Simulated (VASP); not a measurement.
Wanted: the native input for a VASP 6.6.1 run.

| Item | Value |
| --- | --- |
| Task | relaxation of cell and atoms |
| Functional | PBE |
| Potentials or basis | VASP PAW PBE potentials, release 64 (Si, Ni) |
| Cutoff | 600 eV |
| k mesh | 16 × 16 × 16 |
| Occupations | fermi-dirac, width 0.15 eV |
| Spin | no spin polarisation |
| Dipole correction | no |
| Further INCAR settings | ALGO = Normal; EDIFF = 1e-07; IBRION = 2; EDIFFG = -0.001; NSW = 80; ISIF = 3 |

The structure of Si2Ni lies in POSCAR:

```
Si2Ni
1.0
    0.0000000000      2.7234320847      2.7234320847
    2.7234320847      0.0000000000      2.7234320847
    2.7234320847      2.7234320847      0.0000000000
Si Ni
2 1
Direct
    0.2500000000      0.2500000000      0.2500000000
    0.7500000000      0.7500000000      0.7500000000
    0.0000000000      0.0000000000      0.0000000000
```

The input as run:

INCAR

```
SYSTEM = Si2Ni
PREC     = Accurate       ! precision mode
ENCUT    = 600            ! plane-wave cutoff, eV
EDIFF    = 1E-7           ! SCF threshold, eV
ISMEAR   = -1             ! smearing method
SIGMA    = 0.15           ! smearing width, eV
LREAL    = .FALSE.        ! projectors in reciprocal space
LASPH    = .TRUE.         ! aspherical terms in the spheres
NELM     = 60             ! most SCF steps
ALGO     = Normal         ! electronic algorithm
ISIF     = 3              ! what is computed and relaxed
LWAVE    = .FALSE.        ! write WAVECAR
LCHARG   = .FALSE.        ! write CHGCAR
GGA      = PE             ! functional
IBRION   = 2              ! ionic algorithm
NSW      = 80             ! ionic steps
EDIFFG   = -0.001         ! ionic threshold
```

KPOINTS

```
regular mesh
0
G
  16 16 16
  0 0 0
```

Potentials or basis: VASP PAW PBE potentials, release 64 (Si, Ni).

The run is started by

```console
$ cat potpaw_PBE.64/Si/POTCAR potpaw_PBE.64/Ni/POTCAR > POTCAR
$ mpirun -np 1 vasp_std > vasp.out
```

Results of the run:

| Item | Value |
| --- | --- |
| Energy gained by relaxing | 0.0 meV/atom |
| Ionic steps | 6 |
| Pressure after relaxing | 0.0 GPa |
| Band gap on the k mesh | zero (bands 9 and 10 overlap by 2.14 eV) |

Run time: 83 s on 1 thread of Intel(R) Xeon(R) 6975P-C (Granite Rapids), with other jobs on the host, peak memory 0.25 GiB.
